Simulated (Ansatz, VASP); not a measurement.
Two plane-wave programs on CaO

INCAR

```
ALGO = Normal
EDIFF = 1E-6
ENCUT = 520
GGA = PE
ISIF = 2
ISMEAR = -1
LASPH = True
LCHARG = True
LELF = True
LREAL = False
LVHAR = True
LWAVE = False
NBANDS = 15
NELM = 100
PREC = Accurate
SIGMA = 0.02
```

File KPOINTS:

```
k-points
0
Gamma
  10 10 10
```

File POSCAR:

```
CaO
1.0
    0.0000000000      2.3975501260      2.3975501260
    2.3975501260      0.0000000000      2.3975501260
    2.3975501260      2.3975501260      0.0000000000
Ca O
1 1
Direct
    0.0000000000      0.0000000000      0.0000000000
    0.5000000000      0.5000000000      0.5000000000
```

Input for Ansatz:

```yaml
crystal:
  lattice:
    - [0.0, 2.397550126, 2.397550126]
    - [2.397550126, 0.0, 2.397550126]
    - [2.397550126, 2.397550126, 0.0]
  atoms:
    - { symbol: Ca, position: [0.0, 0.0, 0.0] }
    - { symbol: O, position: [0.5, 0.5, 0.5] }
kpoints:
  mp_grid: { grid: [10, 10, 10] }
  band_path:
    path:
      - [0.0, 0.0, 0.0]
      - [0.5, 0.0, 0.5]
      - [0.625, 0.25, 0.625]
      - [0.375, 0.375, 0.75]
      - [0.5, 0.5, 0.5]
      - [0.5, 0.25, 0.75]
      - [0.0, 0.5, 0.5]
    npoints: 1
hamiltonian:
  xc: pbe
scf:
  occupations: { method: fermi_dirac, width: 0.02 }
  n_extra_bands: 4
output:
  forces: true
  stress: true
  eigenvalues: true
  write_density: true
  write_potential: true
  elf: true
  volumetric_format: npy
```

Alike in both runs: task single point; functional PBE; k mesh 10 × 10 × 10; occupations fermi-dirac, width 0.02 eV; no spin polarisation.

```csv
,VASP,Ansatz
version,VASP 6.6.1,Ansatz 0.2.0
potentials or method,"VASP PAW PBE potentials, release 64 (Ca_sv, O)","plane waves, PAW"
plane-wave cutoff (eV),520,420
valence electrons in the cell,16,16
```

|  | VASP | Ansatz | Ansatz less VASP |
| --- | --- | --- | --- |
| gap on the k mesh at the Fermi level (eV) | 3.63 | 3.65 | +0.020 |
| pressure (GPa) | 3.1 | 2.5 | -0.59 |
